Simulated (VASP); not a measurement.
GaP:

```
Ga P
1.0
     0.00000    2.72541    2.72541
     2.72541    0.00000    2.72541
     2.72541    2.72541    0.00000
Ga P
1 1
Direct
  0.00000 0.00000 0.00000
  0.25000 0.25000 0.25000
```

Base run:

- Program: VASP 6.6.1
- Functional: r2SCAN
- Potentials or basis: VASP PAW PBE potentials, release 64 (Ga_d, P)
- Cutoff: 520 eV
- k mesh: 8 × 8 × 8
- Occupations: gaussian, width 0.01 eV
- Spin: no spin polarisation

Its results: band gap on the k mesh 1.90 eV, indirect (least direct gap 2.34 eV); pressure 0.0 GPa.

**Question.** The run is repeated on the same cell with these changes: functional from r2SCAN to PBE; occupations from gaussian, width 0.01 eV to fermi-dirac, width 0.02 eV. What comes out?

**Answer.** Band gap on the k mesh 1.64 eV, indirect (least direct gap 1.82 eV); pressure 2.4 GPa.

Caveats: the PAW data sets were made with another functional, which shifts forces and pressure a little (some runs).

A k mesh can miss the band edges.
